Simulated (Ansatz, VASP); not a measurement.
One calculation of Hg, two programs

```
Hg
1.0
    -1.39038    1.39038    1.39038
     1.39038   -1.39038    1.39038
     1.39038    1.39038   -1.39038
Hg
1
Direct
  0.00000 0.00000 0.00000
```

Change from the starting cell: volume scaled by 0.45, PAW files, source ansatz.

Alike in both runs: task single point; functional PBEsol; k mesh 15 × 15 × 15; occupations fermi-dirac, width 0.08 eV; no spin polarisation.

|  | VASP | Ansatz |
| --- | --- | --- |
| version | VASP 6.6.1 | Ansatz 0.2.0 |
| potentials or method | VASP PAW PBE potentials, release 64 (Hg) | scalar-relativistic |
| plane-wave cutoff (eV) | 520 | 690 |
| valence electrons in the cell | 12 | 20 |

|  | VASP | Ansatz | Ansatz less VASP |
| --- | --- | --- | --- |
| pressure (GPa) | 408.2 | 383.6 | -24.64 |

VASP's potentials were made for PBE, not for PBEsol. Both programs put the cell under a high pressure, so it lies far from rest at this level. With one functional, cell and mesh, what is left measures potentials, basis and numerics. VASP's potentials hold 12 valence electrons a cell and Ansatz's 20, so a difference there can come from the potentials and not from the codes.

Neither program's run includes spin-orbit coupling. Noted on VASP's run: the cell as given lies far from equilibrium.
